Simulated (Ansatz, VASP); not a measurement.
## B3N2 in VASP and in Ansatz

```
CELL_PARAMETERS angstrom
3.34173 0.00000 0.00000
0.00000 3.34173 0.00000
0.00000 0.00000 3.34173
ATOMIC_POSITIONS crystal
B 0.50000 0.00000 0.00000
B 0.00000 0.50000 0.00000
B 0.00000 0.00000 0.50000
N 0.50000 0.50000 0.50000
N 0.00000 0.00000 0.00000
```

Alike in both runs: functional PBE; k mesh 12 × 12 × 12; occupations gaussian, width 0.1 eV; no spin polarisation.

Ansatz relaxed the structure, and its values are those at the end. VASP's run is a single point on that final structure, the one shown.

```csv
,VASP,Ansatz
version,VASP 6.6.1,Ansatz 0.2.0
potentials or method,"VASP PAW PBE potentials, release 64 (B, N), cutoff 520 eV","scalar-relativistic, plane waves, PAW"
valence electrons in the cell,19,19
```

```tsv
	VASP	Ansatz	Ansatz less VASP
gap on the k mesh at the Fermi level (eV)	none	none	-
pressure (GPa)	-0.2	0.0	+0.20
```

A gap of «none» marks a metal or a gap that the smearing closes.
